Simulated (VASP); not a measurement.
# TaTi4 (Fmmm) in VASP: single point with PBE

Aim: the single point of TaTi4 with PBE.

Program: VASP 6.6.1. These are calculated values, not measurements. Logs are shortened: lines on timing, memory, paths and dates and some standing lists are left out, and cuts for length are marked.

## (1) The cell of the first run

The structure is orthorhombic, space group Fmmm (No. 69). The conventional cell has a = 3.282 Å, b = 4.620 Å, c = 23.087 Å, α = 90.00°, β = 90.00°, γ = 90.00°. Ti (site symmetry mm2) has 14 Ti at 2.81 to 3.28 Å within 3.7 Å. Ti (site symmetry mm2) has 4 Ta at 2.83 to 3.27 Å and 10 Ti at 2.83 to 3.28 Å within 3.7 Å. Ta (site symmetry mmm) has 8 Ti at 2.83 to 3.27 Å and 6 Ta at 2.83 to 3.28 Å within 3.7 Å.

## (2) Single point, PBE, collinear spin

INCAR

```
SYSTEM = TaTi4
PREC = Accurate ; ENCUT = 520
EDIFF = 1E-6 ; ISMEAR = 0
SIGMA = 0.1 ; LREAL = .False.
LASPH = .True. ; NELM = 150
ALGO = Normal ; ISIF = 2
LWAVE = .False. ; LCHARG = .True.
ISPIN = 2 ; MAGMOM = 1 1 1 1 0
LORBIT = 11 ; LMAXMIX = 4
GGA = PE ; LELF = .True.
LVHAR = .True. ; NBANDS = 42
```

KPOINTS

```
Automatic mesh
0
Gamma
  6 6 6
  0 0 0
```

POSCAR

```
TaTi4
1.0
    0.0000000000      2.3101390240     11.5434092002
    1.6412428841      0.0000000000     11.5434092002
    1.6412428841      2.3101390240      0.0000000000
Ti Ta
4 1
Direct
    0.2006254369      0.2006254369      0.7993745631
    0.6000523122      0.6000523122      0.3999476878
    0.3999476878      0.3999476878      0.6000523122
    0.7993745631      0.7993745631      0.2006254369
    0.0000000000      0.0000000000      0.0000000000
```

Potentials or basis: VASP PAW PBE potentials, release 64 (Ti_sv, Ta_pv).

Launch:

```sh
$ cat potpaw_PBE.64/Ti_sv/POTCAR potpaw_PBE.64/Ta_pv/POTCAR > POTCAR
$ mpirun -np 1 vasp_std > vasp.out
```

OUTCAR:

```text
SYSTEM = TaTi4
   PREC = Accurate
   ENCUT = 520
   EDIFF = 1E-6
   ISMEAR = 0
   LREAL = .False.
   LASPH = .True.
   NELM = 150
   ISIF = 2
   ISPIN = 2
   LORBIT = 11
   GGA = PE

 ion  position               nearest neighbor table
   1  0.201  0.201  0.799-   4 2.81   4 2.81   2 2.84   2 2.84
   2  0.600  0.600  0.400-   5 2.83   5 2.83   1 2.84   1 2.84
   3  0.400  0.400  0.600-   5 2.83   5 2.83   4 2.84   4 2.84
   4  0.799  0.799  0.201-   1 2.81   1 2.81   3 2.84   3 2.84
   5  0.000  0.000  0.000-   2 2.83   2 2.83   3 2.83   3 2.83

  LATTYP: Found a face centered orthorhombic cell.
 ALAT       =     3.2824857682
 B/A-ratio  =     1.4075546322
 C/A-ratio  =     7.0333338911

  Lattice vectors:

 A1 = (   0.0000000000,   2.3101390240,  11.5434092002)
 A2 = (   1.6412428841,   0.0000000000,  11.5434092002)
 A3 = (   1.6412428841,   2.3101390240,   0.0000000000)

Analysis of symmetry for initial positions (statically):
=====================================================================
 Subroutine PRICEL returns:
 Original cell was already a primitive cell.

 Routine SETGRP: Setting up the symmetry group for a
 face centered orthorhombic supercell.

 Subroutine GETGRP returns: Found  8 space group operations
 (whereof  8 operations were pure point group operations)
 out of a pool of  8 trial point group operations.

The static configuration has the point symmetry D_2h.

Analysis of symmetry for dynamics (positions and initial velocities):
=====================================================================
 Subroutine PRICEL returns:
 Original cell was already a primitive cell.

 Routine SETGRP: Setting up the symmetry group for a
 face centered orthorhombic supercell.

 Subroutine GETGRP returns: Found  8 space group operations
 (whereof  8 operations were pure point group operations)
 out of a pool of  8 trial point group operations.

The dynamic configuration has the point symmetry D_2h.

Analysis of structural, dynamic, and magnetic symmetry:
=====================================================================
 Subroutine PRICEL returns:
 Original cell was already a primitive cell.

 Routine SETGRP: Setting up the symmetry group for a
 face centered orthorhombic supercell.

 Subroutine GETGRP returns: Found  8 space group operations
 (whereof  8 operations were pure point group operations)
 out of a pool of  8 trial point group operations.

The overall configuration has the point symmetry D_2h.

 Subroutine INISYM returns: Found  8 space group operations
 (whereof  8 operations are pure point group operations),
 and found     1 'primitive' translations

----------------------------------------------------------------------------------------

                                     Primitive cell

  volume of cell :      87.5337

  direct lattice vectors                    reciprocal lattice vectors
     0.000000000  2.310139024 11.543409200    -0.304647170  0.216437190  0.043314760
     1.641242884  0.000000000 11.543409200     0.304647170 -0.216437190  0.043314760
     1.641242884  2.310139024  0.000000000     0.304647170  0.216437190 -0.043314760

  length of vectors
    11.772299617 11.659501455  2.833799660     0.376206225  0.376206225  0.376206225

  position of ions in fractional coordinates (direct lattice)
     0.200625437  0.200625437  0.799374563
     0.600052312  0.600052312  0.399947688
     0.399947688  0.399947688  0.600052312
     0.799374563  0.799374563  0.200625437
     0.000000000  0.000000000  0.000000000

  ion indices of the primitive-cell ions
   primitive index   ion index
                 1           1
                 2           2
                 3           3
                 4           4
                 5           5

----------------------------------------------------------------------------------------

 KPOINTS: Automatic mesh

Automatic generation of k-mesh.
 Grid dimensions read from file:
 generate k-points for:    6    6    6

 Generating k-lattice:

  Cartesian coordinates                     Fractional coordinates (reciprocal lattice)
    -0.050774528  0.036072865  0.007219127     0.166666667  0.000000000 -0.000000000
     0.050774528 -0.036072865  0.007219127     0.000000000  0.166666667  0.000000000
     0.050774528  0.036072865 -0.007219127    -0.000000000  0.000000000  0.166666667

  Length of vectors
     0.062701038  0.062701038  0.062701038

  Shift w.r.t. Gamma in fractional coordinates (k-lattice)
     0.000000000  0.000000000  0.000000000

 Subroutine IBZKPT returns following result:
 ===========================================

 Found     46 irreducible k-points:

 Following reciprocal coordinates:
            Coordinates               Weight
  0.000000  0.000000  0.000000      1.000000
  0.166667 -0.000000  0.000000      8.000000
  0.333333 -0.000000 -0.000000      8.000000
  0.500000 -0.000000  0.000000      4.000000
  0.166667  0.166667  0.000000      2.000000
  0.333333  0.166667  0.000000      8.000000
[... 16 lines left out ...]
 -0.166667  0.166667  0.166667      8.000000
  0.500000  0.333333  0.166667      4.000000
 [... further k-points ...]
   k-points           NKPTS =     46   k-points in BZ     NKDIM =     46   number of bands    NBANDS=     42
   number of dos      NEDOS =    301   number of ions     NIONS =      5
   total plane-waves  NPLWV = 194400
   dimension x,y,z NGX =    90 NGY =   90 NGZ =   24
   dimension x,y,z NGXF=   180 NGYF=  180 NGZF=   48
   ions per type =               4   1
   NGX,Y,Z   is equivalent  to a cutoff of  12.71, 12.83, 14.08 a.u.
   NGXF,Y,Z  is equivalent  to a cutoff of  25.42, 25.67, 28.16 a.u.
 SYSTEM =  TaTi4
   PREC   = accura    normal or accurate (medium, high low for compatibility)
   ISTART =      0    job   : 0-new  1-cont  2-samecut
   ICHARG =      2    charge: 1-file 2-atom 10-const
   ISPIN  =      2    spin polarized calculation?
   LNONCOLLINEAR =      F non collinear calculations
   LSORBIT =      F    spin-orbit coupling
   LASPH  =      T    aspherical Exc in radial PAW
   ENCUT  =  520.0 eV  38.22 Ry    6.18 a.u.  21.89 21.68  5.27*2*pi/ulx,y,z
   NELM   =    150;   NELMIN=  2; NELMDL= -5     # of ELM steps
   EDIFF  = 0.1E-05   stopping-criterion for ELM
   LREAL  =      F    real-space projection
   EDIFFG = 0.1E-04   stopping-criterion for IOM
   NSW    =      0    number of steps for IOM
   IBRION =     -1    ionic relax: 0-MD 1-quasi-New 2-CG
   NFREE  =      0    steps in history (QN), initial steepest desc. (CG)
   ISIF   =      2    stress and relaxation
   ISYM   =      2    0-nonsym 1-usesym 2-fastsym
   POTIM  = 0.5000    time-step for ionic-motion
   TEBEG  =    0.0;   TEEND  =   0.0 temperature during run
   PSTRESS=    0.0 pullay stress
   NELECT =      59.0000    total number of electrons
   NUPDOWN=      -1.0000    fix difference up-down
   EMIN   =  10.00;   EMAX   =-10.00  energy-range for DOS
   EFERMI =   0.00;   METHOD = LEGACY
   ISMEAR =     0;   SIGMA  =   0.10  broadening in eV -4-tet -1-fermi 0-gaus
   EFERMI_NEDOS =   21; number of points for ismear=-14 and -15
   IALGO  =     38    algorithm
   IMIX   =      4    mixing-type and parameters
     AMIX     =   0.40;   BMIX     =  1.00
     AMIX_MAG =   1.60;   BMIX_MAG =  1.00
  volume/ion in A,a.u.               =      17.51       118.14
  Fermi-wavevector in a.u.,A,eV,Ry     =   1.435381  2.712476 28.032331  2.060318
  Thomas-Fermi vector in A             =   2.554686
   LORBIT       =     11    0 simple, 1 ext, 2 COOP (PROOUT), +10 PAW based schemes
   GGA     = PE    functional components
   LHFCALC =     F    Hartree Fock is set to
   AEXX    =    0.0000 exact exchange contribution
   IVDW    =     0    specifies the selected vdW correction
   LEPSILON=     F    determine dielectric tensor
   LRPA    =     F    only Hartree local field effects (RPA)
 spin polarized calculation
 Gauss-broadening in eV      SIGMA  =   0.10
  energy-cutoff  :      520.00
  volume of cell :       87.53
 maximum number of plane-waves:      2376
 NGX is ok and might be reduce to    90
   NGX = 43   NGY = 43   NGZ = 11

 number of electron      59.0000010 magnetization       0.0008679

 number of electron      59.0000010 magnetization      -0.0003081

 Free energy of the ion-electron system (eV)
  ---------------------------------------------------
  ext. energy  EPLUGINS =         0.00000000
  ---------------------------------------------------
  free energy    TOTEN  =       -42.65095740 eV

  energy without entropy =      -42.59037174  energy(sigma->0) =      -42.62066457

 E-fermi :   7.5682     XC(G=0): -11.7254

 val. band max:        7.5650033652   @ k =  -0.1667   0.1667  -0.0000
 cond. band min:       7.5742364418   @ k =   0.3333  -0.0000  -0.0000
 fundamental gap:      0.0092330766
 Fermi energy:         7.5682134030

 spin component 1

 k-point     1 :       0.0000    0.0000    0.0000
  band No.  band energies     occupation
      1     -48.9780      1.00000
      2     -48.9476      1.00000
      3     -48.9116      1.00000
      4     -48.8721      1.00000
      5     -26.2699      1.00000
      6     -25.7473      1.00000
[... 33 lines left out ...]
     40      10.2622      0.00000
     41      10.2687      0.00000

 k-point     2 :       0.1667   -0.0000    0.0000
  band No.  band energies     occupation
      1     -48.9554      1.00000
      2     -48.9295      1.00000
      3     -48.8982      1.00000
      4     -48.8634      1.00000
      5     -26.2308      1.00000
      6     -25.9316      1.00000
[... 957 lines left out ...]
     40      10.6167      0.00000
     41      10.7676      0.00000

 k-point    24 :       0.5000    0.3333    0.1667
  band No.  band energies     occupation
      1     -48.9473      1.00000
      2     -48.9192      1.00000
      3     -48.8862      1.00000
      4     -48.8492      1.00000
      5     -26.2123      1.00000
      6     -25.8629      1.00000
[... 33 lines left out ...]
     40       9.5586      0.00000
     41       9.7540      0.00000

 [... further k-points ...]

 spin component 2

 k-point     1 :       0.0000    0.0000    0.0000
  band No.  band energies     occupation
      1     -48.9781      1.00000
      2     -48.9477      1.00000
      3     -48.9117      1.00000
      4     -48.8722      1.00000
      5     -26.2698      1.00000
      6     -25.7473      1.00000
[... 33 lines left out ...]
     40      10.2622      0.00000
     41      10.2684      0.00000

 k-point     2 :       0.1667   -0.0000    0.0000
  band No.  band energies     occupation
      1     -48.9555      1.00000
      2     -48.9296      1.00000
      3     -48.8983      1.00000
      4     -48.8635      1.00000
      5     -26.2308      1.00000
      6     -25.9316      1.00000
[... 957 lines left out ...]
     40      10.6167      0.00000
     41      10.7675      0.00000

 k-point    24 :       0.5000    0.3333    0.1667
  band No.  band energies     occupation
      1     -48.9474      1.00000
      2     -48.9194      1.00000
      3     -48.8863      1.00000
      4     -48.8493      1.00000
      5     -26.2123      1.00000
      6     -25.8628      1.00000
[... 33 lines left out ...]
     40       9.5586      0.00000
     41       9.7539      0.00000

 [... further k-points ...]

 [bands above 41 left out]

------------------------ aborting loop because EDIFF is reached ----------------------------------------

  FORCE on cell =-STRESS in cart. coord.  units (eV):
  Direction    XX          YY          ZZ          XY          YZ          ZX
  --------------------------------------------------------------------------------------
  -------------------------------------------------------------------------------------
  Total       -0.0827053     -0.2678304     -0.2665947      0.0000000      0.0000000      0.0000000
  in kB       -1.5138012     -4.9022486     -4.8796313      0.0000000      0.0000000      0.0000000
  external PRESSURE =      -3.7652270 kB  Pullay stress =       0.0000000 kB

 VOLUME and BASIS-vectors are now :
 -----------------------------------------------------------------------------
  energy-cutoff  :      520.00
  volume of cell :       87.53
      direct lattice vectors                 reciprocal lattice vectors
     0.000000000  2.310139024 11.543409200    -0.304647170  0.216437190  0.043314760
     1.641242884  0.000000000 11.543409200     0.304647170 -0.216437190  0.043314760
     1.641242884  2.310139024  0.000000000     0.304647170  0.216437190 -0.043314760

 POSITION                                       TOTAL-FORCE (eV/Angst)
 -----------------------------------------------------------------------------------
      1.64124      2.31014      4.63180         0.000000      0.000000      0.071257
      1.64124      2.31014     13.85330         0.000000      0.000000     -0.046064
      1.64124      2.31014      9.23352         0.000000      0.000000      0.046064
      1.64124      2.31014     18.45502         0.000000      0.000000     -0.071257
      0.00000      0.00000      0.00000         0.000000      0.000000     -0.000000
 -----------------------------------------------------------------------------------
    total drift:                               -0.000000     -0.000000      0.000000

  FREE ENERGIE OF THE ION-ELECTRON SYSTEM (eV)
  ---------------------------------------------------
  free  energy   TOTEN  =       -42.6509573953 eV

  energy  without entropy=      -42.5903717442  energy(sigma->0) =      -42.62066457

 total charge

# of ion       s       p       d       tot
------------------------------------------
    1        2.242   6.112   1.904  10.258
    2        2.238   6.125   1.904  10.267
    3        2.238   6.125   1.904  10.267
    4        2.242   6.112   1.904  10.258
    5        0.382   6.140   2.411   8.933
--------------------------------------------------
tot          9.341  30.615  10.026  49.982

 magnetization (x)

# of ion       s       p       d       tot
------------------------------------------
    1        0.000  -0.000  -0.000  -0.000
    2       -0.000  -0.000  -0.000  -0.000
    3       -0.000  -0.000  -0.000  -0.000
    4        0.000  -0.000  -0.000  -0.000
    5        0.000   0.000   0.000   0.000
--------------------------------------------------
tot         -0.000  -0.000  -0.000  -0.000
```

Run time: 60 min. Hardware: 1 thread of Intel Xeon 8259CL, shared host; peak memory 0.72 GiB.

What came out:

```
Free energy                                           : -42.6510 eV
Pressure                                              : -0.4 GPa
Largest force                                         : 0.071 eV/Å
Net moment                                            : 0.00 μB per cell
Valence electrons inside the program's atomic spheres : Ti 10.26, 10.27 (each value once); Ta 8.93
```

Forces on the atoms (eV/Å):
```
Ti   0.000  0.000  0.071
Ti   0.000  0.000 -0.046
Ti   0.000  0.000  0.046
Ti   0.000  0.000 -0.071
Ta   0.000  0.000  0.000
```

Caveat: the k points lie up to 0.39 Å⁻¹ apart; spin-orbit coupling is left out, which moves the levels of the heavy elements.
